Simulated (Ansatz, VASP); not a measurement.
# BiSe3 in VASP and in Ansatz

```
CELL_PARAMETERS angstrom
4.53274 0.00000 0.00000
0.00000 4.53274 0.00000
0.00000 0.00000 4.53274
ATOMIC_POSITIONS crystal
Bi 0.00000 0.00000 0.00000
Se 0.00000 0.50000 0.50000
Se 0.50000 0.00000 0.50000
Se 0.50000 0.50000 0.00000
```

Alike in both runs: functional r2SCAN; k mesh 10 × 10 × 10; occupations gaussian, width 0.1 eV; no spin polarisation.

Ansatz relaxed the structure, and its values are those at the end. VASP's run is a single point on that final structure, the one shown.

|  | VASP | Ansatz |
| --- | --- | --- |
| version | VASP 6.6.1 | Ansatz 0.2.0 |
| potentials or method | VASP PAW PBE potentials, release 64 (Bi_d, Se), cutoff 520 eV | scalar-relativistic, plane waves, PAW |
| valence electrons in the cell | 33 | 63 |

|  | VASP | Ansatz | Ansatz less VASP |
| --- | --- | --- | --- |
| gap on the k mesh at the Fermi level (eV) | none | none | - |
| pressure (GPa) | 0.0 | 0.0 | +0.01 |

VASP's potentials were made for PBE, not for r2SCAN. A gap of «none» marks a metal or a gap that the smearing closes. With one functional, cell and mesh, what is left measures potentials, basis and numerics. VASP's potentials hold 33 valence electrons a cell and Ansatz's 63, so a difference there can come from the potentials and not from the codes.

Neither program's run includes spin-orbit coupling.
